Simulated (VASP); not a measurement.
Set up this calculation in VASP 6.6.1, as the native input.

```yaml
Task: single point
Functional: PBEsol
Potentials_or_basis: VASP PAW PBE potentials, release 64 (Pd)
Cutoff: 520 eV
k_mesh: 14 × 14 × 14
Occupations: gaussian, width 0.1 eV
Spin: no spin polarisation
Dipole_correction: no
Further_INCAR_settings: ALGO = Fast; EDIFF = 1e-06; NBANDS = 17
```

The structure of Pd lies in POSCAR:

```
Pd
1.0
    3.1192916518      0.0000000000      0.0000000000
    0.0000000000      3.1192916518      0.0000000000
    0.0000000000      0.0000000000      3.0219463854
Pd
2
Direct
    0.0000000000      0.0000000000      0.0000000000
    0.5000000000      0.5000000000      0.5000000000
```

This cell differs from its parent crystal: uniaxial strain along c: -2.0 %, then relaxed in part.

One way to write it, as run:

INCAR

```
SYSTEM = Pd
PREC     = Accurate       ! precision mode
ENCUT    = 520            ! plane-wave cutoff, eV
EDIFF    = 1E-6           ! SCF threshold, eV
ISMEAR   = 0              ! smearing method
SIGMA    = 0.1            ! smearing width, eV
LREAL    = .False.        ! projectors in reciprocal space
LASPH    = .True.         ! aspherical terms in the spheres
NELM     = 80             ! most SCF steps
ALGO     = Fast           ! electronic algorithm
ISIF     = 2              ! what is computed and relaxed
LWAVE    = .False.        ! write WAVECAR
LCHARG   = .False.        ! write CHGCAR
GGA      = PS             ! functional
NBANDS   = 17             ! bands
```

KPOINTS

```
Automatic mesh
0
Gamma
  14 14 14
  0 0 0
```

Potentials or basis: VASP PAW PBE potentials, release 64 (Pd).

Run with:

```sh
$ cat potpaw_PBE.64/Pd/POTCAR > POTCAR
$ mpirun -np 1 vasp_std > vasp.out
```

Results of the run:

- Pressure: -0.8 GPa
- Band gap on the k mesh: zero (bands 10 and 11 overlap by 1.09 eV)

Caveat: the cell differs from its parent crystal (uniaxial strain along c: -2.0 %, then relaxed in part); the PAW data sets were made with another functional, which shifts forces and pressure a little.

It took 110 s on 1 thread of Intel Xeon 8259CL, on a shared host, peak memory 0.23 GiB.
